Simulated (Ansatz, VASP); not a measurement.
**Pt in VASP and in Ansatz**

The input INCAR:

```
SYSTEM = Pt
PREC     = Accurate       ! precision mode
ENCUT    = 600            ! plane-wave cutoff, eV
EDIFF    = 1E-6           ! SCF threshold, eV
ISMEAR   = -1             ! smearing method
SIGMA    = 0.05           ! smearing width, eV
LREAL    = .False.        ! projectors in reciprocal space
LASPH    = .True.         ! aspherical terms in the spheres
NELM     = 60             ! most SCF steps
ALGO     = Normal         ! electronic algorithm
ISIF     = 3              ! what is computed and relaxed
LWAVE    = .False.        ! write WAVECAR
LCHARG   = .False.        ! write CHGCAR
GGA      = PE             ! functional
IBRION   = 2              ! ionic algorithm
NSW      = 45             ! ionic steps
EDIFFG   = -0.005         ! ionic threshold
```

File KPOINTS:

```
regular mesh
0
Gamma
  18 18 18
  0 0 0
```

The input POSCAR:

```
Pt
1.0
    0.0000000000      1.9851796554      1.9851796554
    1.9851796554      0.0000000000      1.9851796554
    1.9851796554      1.9851796554      0.0000000000
Pt
1
Direct
    0.0000000000      0.0000000000      0.0000000000
```

Input for Ansatz:

```yaml
crystal:
  lattice:
    - [0.0, 1.9851796554, 1.9851796554]
    - [1.9851796554, 0.0, 1.9851796554]
    - [1.9851796554, 1.9851796554, 0.0]
  atoms:
    - { symbol: Pt, position: [0.0, 0.0, 0.0] }
kpoints:
  mp_grid: { grid: [18, 18, 18] }
scf:
  occupations: { method: fermi_dirac, width: 0.05 }
hamiltonian:
  xc: pbe
  pseudopotentials:
    kind: all_electron
    lapw: { basis_error: 0.0005 }
    relativity: none
output:
  forces: true
  stress: true
  eigenvalues: true
  populations: true
relax:
  f_tol: 0.005
  max_steps: 25
  cell: {}
```

Alike in both runs: task relaxation of cell and atoms; functional PBE; k mesh 18 × 18 × 18; occupations fermi-dirac, width 0.05 eV; no spin polarisation.

|  | VASP | Ansatz |
| --- | --- | --- |
| version | VASP 6.6.1 | Ansatz 0.2.0 |
| potentials or method | VASP PAW PBE potentials, release 64 (Pt), cutoff 600 eV | all-electron LAPW, non-relativistic |

Ansatz gave:

* relaxed volume (Å³/atom): 18.22
* relaxed cell length with the largest relative difference (Å): 2.954

Question: Which values does VASP return?

Answer: Relaxed volume (Å³/atom): 15.62; relaxed cell length with the largest relative difference (Å): 2.806.

Ansatz ran all-electron here, and VASP with PAW potentials.

Spin-orbit coupling is off throughout.
